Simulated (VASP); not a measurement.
# SnSe2 (P-3m1) in VASP: notebook, part 2 of 2

VASP 6.6.1. Earlier steps stand in the parts before.

### 3 Single point, PBEsol+D3(BJ) (25.35 Å³/atom)

This run uses another cell than the first one, of 25.35 Å³/atom.

INCAR

```
SYSTEM = SnSe2
ALGO = Normal
EDIFF = 1E-6
ENCUT = 520
GGA = PS
ISIF = 2
ISMEAR = 0
IVDW = 12
LASPH = .TRUE.
LCHARG = .FALSE.
LREAL = .FALSE.
LWAVE = .FALSE.
NBANDS = 20
NELM = 80
PREC = Accurate
SIGMA = 0.02
```

KPOINTS

```
k-points
0
G
  12 12 6
  0 0 0
```

POSCAR

```
SnSe2
1.0
    3.8158732633      0.0000000000      0.0000000000
   -1.9079366316      3.3046431837      0.0000000000
    0.0000000000      0.0000000000      6.0318321877
Sn Se
1 2
Direct
    0.0000000000      0.0000000000      0.0000000000
    0.3333333333      0.6666666667      0.2630530753
    0.6666666667      0.3333333333      0.7369469247
```

Potentials or basis: VASP PAW PBE potentials, release 64 (Sn_d, Se).

Command:

```console
cat potpaw_PBE.64/Sn_d/POTCAR potpaw_PBE.64/Se/POTCAR > POTCAR
mpirun -np 1 vasp_std > vasp.out
```

OUTCAR:

```text
SYSTEM = SnSe2
   EDIFF = 1E-6
   ENCUT = 520
   GGA = PS
   ISIF = 2
   ISMEAR = 0
   IVDW = 12
   LASPH = .TRUE.
   LREAL = .FALSE.
   NELM = 80
   PREC = Accurate
 IVDW          = 12

 ion  position               nearest neighbor table
   1  0.000  0.000  0.000-   2 2.71   3 2.71   3 2.71   2 2.71   3 2.71   2 2.71
   2  0.333  0.667  0.263-   1 2.71   1 2.71   1 2.71
   3  0.667  0.333  0.737-   1 2.71   1 2.71   1 2.71

  LATTYP: Found a hexagonal cell.
 ALAT       =     3.8158732633
 C/A-ratio  =     1.5807213111

  Lattice vectors:

 A1 = (   3.8158732633,   0.0000000000,   0.0000000000)
 A2 = (  -1.9079366316,   3.3046431837,   0.0000000000)
 A3 = (   0.0000000000,   0.0000000000,   6.0318321877)

Analysis of symmetry for initial positions (statically):
=====================================================================
 Subroutine PRICEL returns:
 Original cell was already a primitive cell.

 Routine SETGRP: Setting up the symmetry group for a
 hexagonal supercell.

 Subroutine GETGRP returns: Found 12 space group operations
 (whereof 12 operations were pure point group operations)
 out of a pool of 24 trial point group operations.

The static configuration has the point symmetry D_3d.

Analysis of symmetry for dynamics (positions and initial velocities):
=====================================================================
 Subroutine PRICEL returns:
 Original cell was already a primitive cell.

 Routine SETGRP: Setting up the symmetry group for a
 hexagonal supercell.

 Subroutine GETGRP returns: Found 12 space group operations
 (whereof 12 operations were pure point group operations)
 out of a pool of 24 trial point group operations.

The dynamic configuration has the point symmetry D_3d.

 Subroutine INISYM returns: Found 12 space group operations
 (whereof 12 operations are pure point group operations),
 and found     1 'primitive' translations

[... 112 lines left out ...]
   EFERMI_NEDOS =   21; number of points for ismear=-14 and -15
   IALGO  =     38    algorithm
   IMIX   =      4    mixing-type and parameters
     AMIX     =   0.40;   BMIX     =  1.00
     AMIX_MAG =   1.60;   BMIX_MAG =  1.00
  volume/ion in A,a.u.               =      25.35       171.10
  Fermi-wavevector in a.u.,A,eV,Ry     =   1.144660  2.163095 17.827001  1.310248
  Thomas-Fermi vector in A             =   2.281352
   LORBIT       =      0    0 simple, 1 ext, 2 COOP (PROOUT), +10 PAW based schemes
   GGA     = PS    functional components
   LHFCALC =     F    Hartree Fock is set to
   AEXX    =    0.0000 exact exchange contribution
   IVDW    =    12    specifies the selected vdW correction
   LEPSILON=     F    determine dielectric tensor
   LRPA    =     F    only Hartree local field effects (RPA)
 non-spin polarized calculation
 Gauss-broadening in eV      SIGMA  =   0.02
  energy-cutoff  :      520.00
  volume of cell :       76.06
 maximum number of plane-waves:      2091
   NGX = 15   NGY = 15   NGZ = 23

 number of electron      26.0000010 magnetization

 Free energy of the ion-electron system (eV)
  ---------------------------------------------------
  ext. energy  EPLUGINS =         0.00000000
  ---------------------------------------------------
  free energy    TOTEN  =       -12.98145641 eV

  energy without entropy =      -12.98145641  energy(sigma->0) =      -12.98145641

 E-fermi :   4.5123     XC(G=0):  -9.7758

 val. band max:        4.3838928955   @ k =   0.0833   0.0833   0.0000
 cond. band min:       4.7318281464   @ k =   0.0000   0.4167   0.3333
 fundamental gap:      0.3479352509
 Fermi energy:         4.5123443780

 k-point     1 :       0.0000    0.0000    0.0000
  band No.  band energies     occupation
      1     -16.9099      2.00000
      2     -16.9099      2.00000
      3     -16.8726      2.00000
      4     -16.8598      2.00000
      5     -16.8598      2.00000
      6      -9.6651      2.00000
[... 541 lines left out ...]
     19      12.0531      0.00000
     20      13.0716      0.00000

 [... further k-points ...]

------------------------ aborting loop because EDIFF is reached ----------------------------------------

 Edisp (eV)   -1.00064

 E8    (eV) :    -0.6591

  FORCE on cell =-STRESS in cart. coord.  units (eV):
  Direction    XX          YY          ZZ          XY          YZ          ZX
  --------------------------------------------------------------------------------------
  -------------------------------------------------------------------------------------
  Total      -0.80583    -0.80583    -0.79425    -0.00000     0.00000    -0.00000
  in kB     -16.97410   -16.97410   -16.73016    -0.00000     0.00000    -0.00000
  external pressure =      -16.89 kB  Pullay stress =        0.00 kB

 VOLUME and BASIS-vectors are now :
 -----------------------------------------------------------------------------
  energy-cutoff  :      520.00
  volume of cell :       76.06
      direct lattice vectors                 reciprocal lattice vectors
     3.815873263  0.000000000  0.000000000     0.262063211  0.151302265  0.000000000
    -1.907936632  3.304643184  0.000000000     0.000000000  0.302604531  0.000000000
     0.000000000  0.000000000  6.031832188     0.000000000  0.000000000  0.165787106

 POSITION                                       TOTAL-FORCE (eV/Angst)
 -----------------------------------------------------------------------------------
      0.00000      0.00000      0.00000        -0.000000      0.000000      0.000000
     -0.00000      2.20310      1.58669        -0.000000      0.000000      0.018904
      1.90794      1.10155      4.44514         0.000000      0.000000     -0.018904
 -----------------------------------------------------------------------------------
    total drift:                                0.000000      0.000000     -0.000000

  FREE ENERGIE OF THE ION-ELECTRON SYSTEM (eV)
  ---------------------------------------------------
  free  energy   TOTEN  =       -13.9821012006 eV

  energy  without entropy=      -13.9821012006  energy(sigma->0) =      -13.98210120
```

Run time: 3.3 min. Hardware: 1 thread of Intel Xeon 8259CL, shared host; peak memory 0.3 GiB.

What came out:

```
Free energy                : -13.9821 eV
Pressure                   : -1.7 GPa
Largest force              : 0.019 eV/Å
Band gap on the k mesh     : 0.35 eV (least direct gap 0.86 eV)
Dispersion energy per atom : -0.334 eV
```

Forces in eV/Å, atoms in the order of the input:
```
Sn   0.000  0.000  0.000
Se   0.000  0.000  0.019
Se   0.000  0.000 -0.019
```

Levels at points of the mesh, in eV from the valence-band top:
| k point | band 11 | band 12 | band 13 | band 14 | band 15 | band 16 |
| --- | --- | --- | --- | --- | --- | --- |
| (0.00, 0.00, 0.00) | -0.51 | -0.51 | -0.14 | 0.72 | 2.84 | 4.48 |
| (0.50, 0.00, 0.00) | -2.70 | -1.69 | -0.38 | 1.07 | 3.44 | 4.92 |
| (0.00, 0.00, 0.50) | -0.86 | -0.27 | -0.27 | 2.42 | 2.72 | 4.11 |
| (0.50, 0.00, 0.50) | -2.12 | -1.11 | -0.96 | 0.57 | 3.82 | 4.45 |

Caveat: the PAW data sets were made with another functional, which shifts forces and pressure a little; spin-orbit coupling is left out, which moves the levels of the heavy elements.

### 4 Single point, PBEsol+D3(BJ) (26.31 Å³/atom)

This run uses another cell than the first one, of 26.31 Å³/atom.

INCAR

```
SYSTEM = SnSe2
PREC = Accurate
ENCUT = 520
EDIFF = 1E-7
ISMEAR = 0
SIGMA = 0.02
LREAL = .False.
LASPH = .True.
NELM = 100
ALGO = Normal
ISIF = 2
LWAVE = .False.
LCHARG = .True.
GGA = PS
IVDW = 12
LELF = .True.
LVHAR = .True.
NBANDS = 20
```

KPOINTS

```
Automatic mesh
0
Gamma
  12 12 6
  0 0 0
```

POSCAR

```
SnSe2
1.0
    3.8241234412      0.0000000000      0.0000000000
   -1.9120617206      3.3117880473      0.0000000000
    0.0000000000      0.0000000000      6.2324693165
Sn Se
1 2
Direct
    0.0000000000      0.0000000000      0.0000000000
    0.3333333333      0.6666666667      0.2545525074
    0.6666666667      0.3333333333      0.7454474926
```

Command:

```console
cat potpaw_PBE.64/Sn_d/POTCAR potpaw_PBE.64/Se/POTCAR > POTCAR
mpirun -np 1 vasp_std > vasp.out
```

Run time: 2.8 min. Hardware: 1 thread of Intel Xeon 8259CL, shared host; peak memory 0.3 GiB.

Results (log left out):

```yaml
Free_energy: -13.9448 eV
Pressure: -2.2 GPa
Largest_force: 0.021 eV/Å
Band_gap_on_the_k_mesh: 0.56 eV (least direct gap 1.04 eV)
Dispersion_energy_per_atom: -0.321 eV
```

Forces on the atoms (eV/Å):
```
Sn   0.000  0.000  0.000
Se   0.000  0.000  0.021
Se   0.000  0.000 -0.021
```

Levels at points of the mesh, in eV from the valence-band top:
```tsv
k point	band 11	band 12	band 13	band 14	band 15	band 16
(0.00, 0.00, 0.00)	-0.28	-0.28	-0.14	0.90	2.98	4.60
(0.50, 0.00, 0.00)	-2.46	-1.32	-0.26	1.10	3.63	5.22
(0.00, 0.00, 0.50)	-0.65	-0.12	-0.12	2.41	2.88	4.33
(0.50, 0.00, 0.50)	-2.02	-0.86	-0.67	0.65	4.02	4.61
```

Caveat: the PAW data sets were made with another functional, which shifts forces and pressure a little; spin-orbit coupling is left out, which moves the levels of the heavy elements.

### 5 Summary

| cell | gap on the mesh (eV) | pressure (GPa) | largest force (eV/Å) |
| --- | --- | --- | --- |
| a = 3.807, b = 3.807, c = 5.887 Å, angles 90.0, 90.0, 120.0°, 3 atoms, atomic positions A | 0.19 | -0.9 | 0.03 |
| a = 3.816, b = 3.816, c = 6.032 Å, angles 90.0, 90.0, 120.0°, 3 atoms, atomic positions B | 0.35 | -1.7 | 0.02 |
| a = 3.824, b = 3.824, c = 6.232 Å, angles 90.0, 90.0, 120.0°, 3 atoms, atomic positions C | 0.56 | -2.2 | 0.02 |

Alike in all rows: task single point; level PBEsol+D3(BJ); potentials or basis VASP PAW PBE potentials, release 64 (Sn_d, Se); no spin polarisation; k mesh 12 × 12 × 6; cutoff (eV) 520; smearing gaussian 0.02 eV.

Caveats: the PAW data sets were made with another functional, which shifts forces and pressure a little; spin-orbit coupling is left out, which moves the levels of the heavy elements.

Total energies depend on the potentials used, so only differences within one code and one set of settings carry meaning.
